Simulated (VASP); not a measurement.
A run of VASP 6.6.1 is set up as follows.

Contents of INCAR:

```
ALGO     = Fast           # electronic algorithm
EDIFF    = 1E-7           # SCF threshold, eV
EDIFFG   = -0.08          # ionic threshold
ENCUT    = 600            # plane-wave cutoff, eV
GGA      = PE             # functional
IBRION   = 2              # ionic algorithm
ISIF     = 3              # what is computed and relaxed
ISMEAR   = 0              # smearing method
LASPH    = True           # aspherical terms in the spheres
LCHARG   = False          # write CHGCAR
LREAL    = False          # projectors in reciprocal space
LWAVE    = False          # write WAVECAR
NELM     = 60             # most SCF steps
NSW      = 36             # ionic steps
PREC     = Accurate       # precision mode
SIGMA    = 0.2            # smearing width, eV
```

Contents of KPOINTS:

```
k-points
0
Gamma
  4 4 2
```

File POSCAR:

```
Cd6Te
1.0
    4.5000000000      0.0000000000      0.0000000000
    0.0000000000      4.5000000000      0.0000000000
    0.0000000000      0.0000000000      8.4000000000
Cd Te
6 1
Direct
    0.0000000000      0.5000000000      0.7500000000
    0.0000000000      0.0000000000      0.5000000000
    0.5000000000      0.0000000000      0.7500000000
    0.0000000000      0.5000000000      0.2500000000
    0.5000000000      0.5000000000      0.5000000000
    0.5000000000      0.0000000000      0.2500000000
    0.0000000000      0.0000000000      0.0000000000
```

Potentials or basis: VASP PAW PBE potentials, release 64 (Cd, Te).

The run is started by

```bash
$ cat potpaw_PBE.64/Cd/POTCAR potpaw_PBE.64/Te/POTCAR > POTCAR
$ mpirun -np 1 vasp_std > vasp.out
```

Problem. What does it give for the band gap on the k mesh?

Solution. Zero (bands 39 and 40 overlap by 2.47 eV).

Problem. Predict the space group after relaxing (to 0.1 Å).

Solution. P4/mmm (No. 123).

Step by step:
```
step  energy change (eV)  largest force (eV/Å)  pressure (GPa)  volume (Å³)
   1              0.0000                0.0321            3.46       170.10
   2             -0.1526                0.0412           -0.10       183.31
   3             -0.1527                0.0411           -0.17       183.67
   4             -0.1589                0.0349           -0.13       183.23
```

Caveat: the k points lie up to 0.36 Å⁻¹ apart in the final cell, too coarse for converged energies and pressures of a metal; spin-orbit coupling is left out, which moves the levels of the heavy elements; the relaxation stopped at a loose force limit of 0.08 eV/Å, so its end isn't a converged minimum.
